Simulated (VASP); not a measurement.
# BN (F-43m) in VASP: G0W0 quasiparticle levels with PBE

Aim: the G0W0 quasiparticle levels of BN with PBE.

Everything below comes from runs of VASP 6.6.1. Logs are shortened: lines on timing, memory, paths and dates and some standing lists are left out, and cuts for length are marked.

**1. The cell of the first run**

It takes space group F-43m (No. 216, cubic). Conventional cell: a = 3.610 Å, b = 3.610 Å, c = 3.610 Å, α = 90.00°, β = 90.00°, γ = 90.00°. Within 2.1 Å of B (site symmetry -43m) lie 4 N at 1.56 Å. N (site symmetry -43m) has 4 B at 1.56 Å within 2.1 Å.

**2. G0W0 quasiparticle levels, PBE**

Input file POSCAR:

```
BN
1.0
    0.0000000000      1.8048254535      1.8048254535
    1.8048254535      0.0000000000      1.8048254535
    1.8048254535      1.8048254535      0.0000000000
B N
1 1
Direct
    0.0000000000      0.0000000000      0.0000000000
    0.2500000000      0.2500000000      0.2500000000
```

Input file INCAR.step1:

```
SYSTEM = BN
  PREC = Accurate
  ENCUT = 500
  EDIFF = 1E-8
  ISMEAR = 0
  SIGMA = 0.01
  LREAL = .FALSE.
  LASPH = .TRUE.
  NELM = 80
  ALGO = Normal
  LWAVE = .TRUE.
  LCHARG = .FALSE.
  GGA = PE
```

Input file INCAR.step2:

```
SYSTEM = BN
  PREC = Accurate
  ENCUT = 500
  EDIFF = 1E-8
  ISMEAR = 0
  SIGMA = 0.01
  LREAL = .FALSE.
  LASPH = .TRUE.
  NELM = 1
  ALGO = Exact
  LWAVE = .TRUE.
  LCHARG = .FALSE.
  GGA = PE
  NBANDS = 91
  LOPTICS = .TRUE.
  ISTART = 1
```

Input file INCAR.step3:

```
SYSTEM = BN
  PREC = Accurate
  ENCUT = 500
  EDIFF = 1E-8
  ISMEAR = 0
  SIGMA = 0.01
  LREAL = .FALSE.
  LASPH = .TRUE.
  ALGO = EVGW0
  LWAVE = .FALSE.
  LCHARG = .FALSE.
  GGA = PE
  NELMGW = 1
  NBANDS = 91
  ENCUTGW = 200
  NOMEGA = 96
  PRECFOCK = Fast
  ISTART = 1
  NBANDSGW = 12
  OMEGAMAX = 30
```

Input file KPOINTS:

```
Automatic mesh
0
G
  6 6 6
  0 0 0
```

Potentials or basis: VASP PAW PBE potentials, release 64 (B_GW, N_GW).

The run is started by

```
$ cat potpaw_PBE.64/B_GW/POTCAR potpaw_PBE.64/N_GW/POTCAR > POTCAR
$ cp INCAR.step1 INCAR
$ mpirun -np 1 vasp_std > vasp.out
$ cp INCAR.step2 INCAR
$ mpirun -np 1 vasp_std > vasp.out
$ cp INCAR.step3 INCAR
$ mpirun -np 1 vasp_std > vasp.out
```

OUTCAR:

```text
SYSTEM = BN
   PREC = Accurate
   ENCUT = 500
   EDIFF = 1E-8
   ISMEAR = 0
   LREAL = .FALSE.
   LASPH = .TRUE.
   GGA = PE
   NELMGW = 1
   ENCUTGW = 200
   PRECFOCK = Fast
   ISTART = 1

 ion  position               nearest neighbor table
   1  0.000  0.000  0.000-   2 1.56   2 1.56   2 1.56   2 1.56
   2  0.250  0.250  0.250-   1 1.56   1 1.56   1 1.56   1 1.56

  LATTYP: Found a face centered cubic cell.
 ALAT       =     3.6096509070

  Lattice vectors:

 A1 = (   0.0000000000,   1.8048254535,   1.8048254535)
 A2 = (   1.8048254535,   0.0000000000,   1.8048254535)
 A3 = (   1.8048254535,   1.8048254535,   0.0000000000)

Analysis of symmetry for initial positions (statically):
=====================================================================
 Subroutine PRICEL returns:
 Original cell was already a primitive cell.

 Routine SETGRP: Setting up the symmetry group for a
 face centered cubic supercell.

 Subroutine GETGRP returns: Found 24 space group operations
 (whereof 24 operations were pure point group operations)
 out of a pool of 48 trial point group operations.

The static configuration has the point symmetry T_d .

Analysis of symmetry for dynamics (positions and initial velocities):
=====================================================================
 Subroutine PRICEL returns:
 Original cell was already a primitive cell.

 Routine SETGRP: Setting up the symmetry group for a
 face centered cubic supercell.

 Subroutine GETGRP returns: Found 24 space group operations
 (whereof 24 operations were pure point group operations)
 out of a pool of 48 trial point group operations.

The dynamic configuration has the point symmetry T_d .

 Subroutine INISYM returns: Found 24 space group operations
 (whereof 24 operations are pure point group operations),
 and found     1 'primitive' translations

----------------------------------------------------------------------------------------

                                     Primitive cell

  volume of cell :      11.7581

  direct lattice vectors                    reciprocal lattice vectors
     0.000000000  1.804825453  1.804825453    -0.277035100  0.277035100  0.277035100
     1.804825453  0.000000000  1.804825453     0.277035100 -0.277035100  0.277035100
     1.804825453  1.804825453  0.000000000     0.277035100  0.277035100 -0.277035100

  length of vectors
     2.552408634  2.552408634  2.552408634     0.479838869  0.479838869  0.479838869

  position of ions in fractional coordinates (direct lattice)
     0.000000000  0.000000000  0.000000000
     0.250000000  0.250000000  0.250000000

  ion indices of the primitive-cell ions
   primitive index   ion index
                 1           1
                 2           2

----------------------------------------------------------------------------------------

 KPOINTS: Automatic mesh

Automatic generation of k-mesh.
 Grid dimensions read from file:
 generate k-points for:    6    6    6

 Generating k-lattice:

  Cartesian coordinates                     Fractional coordinates (reciprocal lattice)
    -0.046172517  0.046172517  0.046172517     0.166666667  0.000000000  0.000000000
     0.046172517 -0.046172517  0.046172517     0.000000000  0.166666667  0.000000000
     0.046172517  0.046172517 -0.046172517     0.000000000  0.000000000  0.166666667

  Length of vectors
     0.079973145  0.079973145  0.079973145

  Shift w.r.t. Gamma in fractional coordinates (k-lattice)
     0.000000000  0.000000000  0.000000000

 Subroutine IBZKPT returns following result:
 ===========================================

 Found     16 irreducible k-points:

 Following reciprocal coordinates:
            Coordinates               Weight
  0.000000  0.000000  0.000000      1.000000
  0.166667  0.000000  0.000000      8.000000
  0.333333  0.000000  0.000000      8.000000
  0.500000  0.000000  0.000000      4.000000
  0.166667  0.166667  0.000000      6.000000
  0.333333  0.166667  0.000000     24.000000
[... 8 lines left out ...]
 -0.333333  0.333333  0.166667     24.000000
 -0.333333  0.500000  0.166667     12.000000
   k-points           NKPTS =     16   k-points in BZ     NKDIM =    216   number of bands    NBANDS=     91
   number of dos      NEDOS =    301   number of ions     NIONS =      2
   total plane-waves  NPLWV =   8000
   dimension x,y,z NGX =    20 NGY =   20 NGZ =   20
   dimension x,y,z NGXF=    40 NGYF=   40 NGZF=   40
   ions per type =               1   1
   NGX,Y,Z   is equivalent  to a cutoff of  13.03, 13.03, 13.03 a.u.
   NGXF,Y,Z  is equivalent  to a cutoff of  26.05, 26.05, 26.05 a.u.
 SYSTEM =  BN
   PREC   = accura    normal or accurate (medium, high low for compatibility)
   ISTART =      1    job   : 0-new  1-cont  2-samecut
   ICHARG =      0    charge: 1-file 2-atom 10-const
   ISPIN  =      1    spin polarized calculation?
   LNONCOLLINEAR =      F non collinear calculations
   LSORBIT =      F    spin-orbit coupling
   LASPH  =      T    aspherical Exc in radial PAW
   ENCUT  =  500.0 eV  36.75 Ry    6.06 a.u.   4.65  4.65  4.65*2*pi/ulx,y,z
   NELM   =     60;   NELMIN=  2; NELMDL=  0     # of ELM steps
   EDIFF  = 0.1E-07   stopping-criterion for ELM
   LREAL  =      F    real-space projection
   EDIFFG = 0.1E-06   stopping-criterion for IOM
   NSW    =      0    number of steps for IOM
   IBRION =     -1    ionic relax: 0-MD 1-quasi-New 2-CG
   NFREE  =      0    steps in history (QN), initial steepest desc. (CG)
   ISIF   =      0    stress and relaxation
   ISYM   =      3    0-nonsym 1-usesym 2-fastsym
   POTIM  = 0.5000    time-step for ionic-motion
   TEBEG  =    0.0;   TEEND  =   0.0 temperature during run
   PSTRESS=    0.0 pullay stress
   NELECT =       8.0000    total number of electrons
   NUPDOWN=      -1.0000    fix difference up-down
   EMIN   =  10.00;   EMAX   =-10.00  energy-range for DOS
   EFERMI =   0.00;   METHOD = LEGACY
   ISMEAR =     0;   SIGMA  =   0.01  broadening in eV -4-tet -1-fermi 0-gaus
   EFERMI_NEDOS =   21; number of points for ismear=-14 and -15
   IALGO  =     38    algorithm
   IMIX   =      4    mixing-type and parameters
     AMIX     =   0.40;   BMIX     =  1.00
     AMIX_MAG =   1.60;   BMIX_MAG =  1.00
  volume/ion in A,a.u.               =       5.88        39.67
  Fermi-wavevector in a.u.,A,eV,Ry     =   1.439880  2.720979 28.208337  2.073254
  Thomas-Fermi vector in A             =   2.558686
   LORBIT       =      0    0 simple, 1 ext, 2 COOP (PROOUT), +10 PAW based schemes
   GGA     = PE    functional components
   LHFCALC =     T    Hartree Fock is set to
   PRECFOCK=fast      Normal, Fast or Accurate (Low or Medium for compatibility)
   ENCUT4O =  -1.0   cutoff for four orbital integrals eV
   NKREDX  =     1    reduce k-point grid by
   NKREDY  =     1    reduce k-point grid by
   NKREDZ  =     1    reduce k-point grid by
   AEXX    =    1.0000 exact exchange contribution
   HFSCREEN=    0.0000 screening length (either q_TF or 0.3 A-1)
   HFSCREENC=   0.0000 screening length for correlation (either q_TF or 0.3 A-1)
   ENCUTFOCK=  -1.0 apply spherical cutoff to Coloumb kernel
   IVDW    =     0    specifies the selected vdW correction
   LEPSILON=     F    determine dielectric tensor
   LRPA    =     F    only Hartree local field effects (RPA)
   LRPAFORCE           =     F    calculate RPA forces
   ENCUTGW             = 200.0    cutoff for response function in eV
   ENCUTGWSOFT         = 160.0    soft cutoff for Coulomb kernel in GW response function in eV
   ENCUTLF             =  -1.0    cutoff for local field effects
   NELMGW              =     1    number of iterations in solving QP/BSE equation
   NELMHF              =     1    number of iterations in the inner HF iteration
   NKREDLFX            =     1    NKREDLFY  =   1   NKREDLFZ  =   1
 non-spin polarized calculation
 Gauss-broadening in eV      SIGMA  =   0.01
  energy-cutoff  :      500.00
  volume of cell :       11.76
 maximum number of plane-waves:       310
 NGX is ok and might be reduce to    20
  NGX = 12; NGY = 12; NGZ = 12
   NGX =  9   NGY =  9   NGZ =  9
 maximum number of plane-waves:        81

 QP shifts <psi_nk| G(iteration)W_0 |psi_nk>: iteration 1
 for sc-GW calculations column KS-energies equals QP-energies in previous step
 and V_xc(KS)=  KS-energies - (<T + V_ion + V_H > + <T+V_H+V_ion>^1  + <V_x>^1)

 k-point   1 :       0.0000    0.0000    0.0000
  band No.  KS-energies  QP-energies   sigma(KS)   V_xc(KS)     V^pw_x(r,r')   Z            occupation Imag(sigma)

      1     -12.7664     -14.8383     -18.1425     -15.4971     -26.5176       0.7832       2.0000       1.3830
      2       7.5171       6.5431     -19.4818     -18.2998     -21.9092       0.8240       2.0000       0.0408
      3       7.5171       6.5431     -19.4818     -18.2998     -21.9092       0.8240       2.0000       0.0408
      4       7.5171       6.5431     -19.4818     -18.2998     -21.9092       0.8240       2.0000       0.0408
      5      16.3585      17.6009     -12.3139     -13.8009      -7.0177       0.8355       0.0000      -0.0669
      6      16.3585      17.6009     -12.3139     -13.8009      -7.0177       0.8355       0.0000      -0.0669
      7      16.3585      17.6009     -12.3139     -13.8009      -7.0177       0.8355       0.0000      -0.0669
      8      17.9365      18.9601     -14.1909     -15.4444      -8.3820       0.8166       0.0000      -0.0830
      9      32.3460      32.7016     -11.0059     -11.4569      -3.3124       0.7885       0.0000      -0.5001
     10      35.3495      36.3943     -12.0936     -13.3424      -5.4646       0.8367       0.0000      -0.5174
     11      35.3495      36.3943     -12.0936     -13.3424      -5.4646       0.8367       0.0000      -0.5174
     12      35.9536      36.6054     -10.3439     -11.1067      -3.0540       0.8544       0.0000      -1.0060

 k-point   2 :       0.1667    0.0000    0.0000
  band No.  KS-energies  QP-energies   sigma(KS)   V_xc(KS)     V^pw_x(r,r')   Z            occupation Imag(sigma)

      1     -12.0946     -14.0852     -18.1848     -15.6139     -26.4347       0.7743       2.0000       1.2833
      2       4.4937       3.2178     -18.5292     -16.9611     -21.5225       0.8136       2.0000       0.0537
      3       6.8929       5.8617     -19.1818     -17.9297     -21.7002       0.8236       2.0000       0.0422
      4       6.8929       5.8617     -19.1818     -17.9297     -21.7002       0.8236       2.0000       0.0422
      5      16.9000      17.9985     -12.9913     -14.3139      -7.5961       0.8306       0.0000      -0.0708
      6      17.2747      18.5799     -12.5875     -14.1600      -7.1054       0.8300       0.0000      -0.0712
      7      17.2747      18.5799     -12.5875     -14.1600      -7.1054       0.8300       0.0000      -0.0712
      8      19.8201      21.1250     -14.4187     -16.0382      -8.2994       0.8057       0.0000      -0.0937
      9      31.5694      32.3389     -11.2068     -12.1335      -4.6998       0.8305       0.0000      -0.3940
     10      31.5694      32.3389     -11.2068     -12.1335      -4.6998       0.8305       0.0000      -0.3940
     11      31.5735      32.0178     -10.3680     -10.9234      -3.0422       0.8001       0.0000      -0.4372
     12      35.4888      36.0562     -11.3177     -12.0156      -3.3840       0.8129       0.0000      -0.9196
[... 196 lines left out ...]
      1      -7.3828      -9.0462     -19.5037     -17.2802     -26.8402       0.7481       2.0000       0.6249
      2      -1.4766      -3.1610     -17.0751     -14.9126     -21.5291       0.7789       2.0000       0.1230
      3       1.4335      -0.1191     -17.9447     -16.0009     -21.7338       0.7988       2.0000       0.0787
      4       2.9976       1.6281     -17.8080     -16.1168     -21.0453       0.8098       2.0000       0.0612
      5      17.0313      18.0519     -12.9363     -14.1622      -7.7165       0.8325       0.0000      -0.0711
      6      19.3677      20.5417     -12.5941     -14.0244      -6.6208       0.8207       0.0000      -0.0870
      7      22.5349      24.0700     -14.6555     -16.6028      -7.8380       0.7883       0.0000      -0.1266
      8      23.9697      25.4451     -13.0120     -14.8996      -5.7427       0.7816       0.0000      -0.1599
      9      25.6809      26.7319     -12.5325     -13.8317      -6.1057       0.8089       0.0000      -0.1512
     10      33.3150      34.5798     -12.5994     -14.1899      -4.5756       0.7952       0.0000      -0.6504
     11      35.6911      36.6427     -11.9261     -13.0997      -4.2108       0.8108       0.0000      -0.7712
     12      40.2767      41.0780     -11.0209     -11.9936      -3.4223       0.8238       0.0000      -1.0206

 k-point  16 :      -0.3333    0.5000    0.1667
  band No.  KS-energies  QP-energies   sigma(KS)   V_xc(KS)     V^pw_x(r,r')   Z            occupation Imag(sigma)

      1      -6.9251      -8.5543     -19.6757     -17.4809     -26.9063       0.7423       2.0000       0.5662
      2      -0.7040      -2.4345     -17.6794     -15.4654     -22.1106       0.7817       2.0000       0.1103
      3       1.2943      -0.2271     -17.7185     -15.8126     -21.4612       0.7983       2.0000       0.0782
      4       1.3344      -0.1211     -17.1495     -15.3355     -20.6535       0.8023       2.0000       0.0740
      5      15.3084      16.2071     -12.8299     -13.9037      -7.8517       0.8370       0.0000      -0.0651
      6      19.5701      20.5849     -12.3374     -13.5608      -6.6699       0.8295       0.0000      -0.0794
      7      22.6632      24.0990     -13.3959     -15.2165      -6.4472       0.7886       0.0000      -0.1362
      8      24.3752      25.8942     -13.6786     -15.6215      -6.4999       0.7818       0.0000      -0.1585
      9      27.1737      28.5988     -14.3984     -16.2398      -6.8276       0.7739       0.0000      -0.2409
     10      33.4907      34.7982     -12.2714     -13.9142      -4.2245       0.7959       0.0000      -0.6721
     11      37.7926      38.6527     -11.8346     -12.8791      -4.1988       0.8234       0.0000      -0.9081
     12      40.9414      42.0474     -11.6094     -12.9550      -3.8572       0.8220       0.0000      -1.0056
```

It took 54 s on 1 thread of Intel Xeon 6975P-C (Granite Rapids), shared host; peak memory 0.28 GiB.

What came out:

```yaml
Quasiparticle_gap: 6.06 eV
Least_direct_quasiparticle_gap: 11.06 eV
Band_gap_of_the_starting_levels_on_the_mesh: 4.47 eV
Least_direct_gap_of_the_starting_levels_on_the_mesh: 8.84 eV
```

Caveat: the k points lie up to 0.50 Å⁻¹ apart; bands, screening cutoff and mesh are small and nothing is extrapolated, so the quasiparticle values aren't converged.
